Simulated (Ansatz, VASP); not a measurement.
# Two plane-wave programs on In

Contents of INCAR:

```
PREC = Accurate
ENCUT = 520
EDIFF = 1E-6
ISMEAR = -1
SIGMA = 0.1
LREAL = False
LASPH = True
NELM = 80
ALGO = Normal
ISIF = 2
LWAVE = False
LCHARG = False
GGA = RE
NBANDS = 26
```

KPOINTS

```
regular mesh
0
Gamma
  8 8 11
```

POSCAR

```
In
1.0
    5.4412679522      0.0000000000      0.0000000000
   -2.7206339761      4.7122762754      0.0000000000
    0.0000000000      0.0000000000      3.3787458925
In
3
Direct
    0.0000000000      0.0000000000      0.0000000000
    0.3333333333      0.6666666667      0.5000000000
    0.6666666667      0.3333333333      0.5000000000
```

Input for Ansatz:

```yaml
crystal:
  lattice:
    - [5.4412679522, 0.0, 0.0]
    - [-2.7206339761, 4.7122762754, 0.0]
    - [0.0, 0.0, 3.3787458925]
  atoms:
    - { symbol: In, position: [0.0, 0.0, 0.0] }
    - { symbol: In, position: [0.3333333333, 0.6666666667, 0.5] }
    - { symbol: In, position: [0.6666666667, 0.3333333333, 0.5] }
hamiltonian:
  xc: revpbe
  pseudopotentials:
    kind: paw
    azcp:
      In: "pseudopotentials/In.paw.azcp"
basis:
  ecutwfc: 420
  fft_grid_basis: typed
kpoints:
  mp_grid: { grid: [8, 8, 11], shift: [0, 0, 0] }
magnetization:
  spin_polarized: false
scf:
  occupations: { method: fermi_dirac, width: 0.1 }
  lower_state_search: "off"
output:
  stress: true
```

Alike in both runs: task single point; functional revPBE; k mesh 8 × 8 × 11; occupations fermi-dirac, width 0.1 eV; no spin polarisation.

```csv
,VASP,Ansatz
version,VASP 6.6.1,Ansatz 0.2.0
potentials or method,"VASP PAW PBE potentials, release 64 (In_d), cutoff 520 eV","plane waves (420 eV) with PAW, scalar-relativistic"
valence electrons in the cell,39,39
```

|  | VASP | Ansatz | Ansatz less VASP |
| --- | --- | --- | --- |
| pressure (GPa) | 0.1 | 0.1 | +0.03 |
| traceless stress, the component that is largest in VASP (GPa) | -0.22 | -0.21 | +0.005 |

VASP's potentials were made for PBE, not for revPBE.
